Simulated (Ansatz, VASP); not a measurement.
## One calculation of Ti, two programs

INCAR

```
SYSTEM = Ti
ALGO = Normal
EDIFF = 1E-6
ENCUT = 520
GGA = PE
ISIF = 2
ISMEAR = -1
LASPH = .True.
LCHARG = .False.
LREAL = .False.
LWAVE = .False.
NBANDS = 12
NELM = 80
PREC = Accurate
SIGMA = 0.1
```

KPOINTS

```
k-points
0
Gamma
  15 15 15
  0 0 0
```

POSCAR

```
Ti
1.0
   -1.6301190851      1.6301190851      1.6301190851
    1.6301190851     -1.6301190851      1.6301190851
    1.6301190851      1.6301190851     -1.6301190851
Ti
1
Direct
    0.0000000000      0.0000000000      0.0000000000
```

Input for Ansatz:

```yaml
crystal:
  lattice:
    - [-1.6301190851, 1.6301190851, 1.6301190851]
    - [1.6301190851, -1.6301190851, 1.6301190851]
    - [1.6301190851, 1.6301190851, -1.6301190851]
  atoms:
    - { symbol: Ti, position: [0.0, 0.0, 0.0] }
hamiltonian:
  xc: pbe
  pseudopotentials:
    kind: paw
    azcp:
      Ti: "pseudopotentials/Ti.paw.azcp"
basis:
  ecutwfc: 420
  fft_grid_basis: typed
kpoints:
  mp_grid: { grid: [15, 15, 15], shift: [0, 0, 0] }
magnetization:
  spin_polarized: false
scf:
  occupations: { method: fermi_dirac, width: 0.1 }
  lower_state_search: "off"
output:
  stress: true
```

Alike in both runs: task single point; functional PBE; k mesh 15 × 15 × 15; occupations fermi-dirac, width 0.1 eV; no spin polarisation.

|  | VASP | Ansatz |
| --- | --- | --- |
| version | VASP 6.6.1 | Ansatz 0.2.0 |
| potentials or method | VASP PAW PBE potentials, release 64 (Ti_sv), cutoff 520 eV | plane waves (420 eV) with PAW, scalar-relativistic |
| valence electrons in the cell | 12 | 12 |

```csv
,VASP,Ansatz,Ansatz less VASP
pressure (GPa),-0.3,-0.1,+0.24
```

The functional is the same, so the differences come from potentials, cutoffs and numerics.
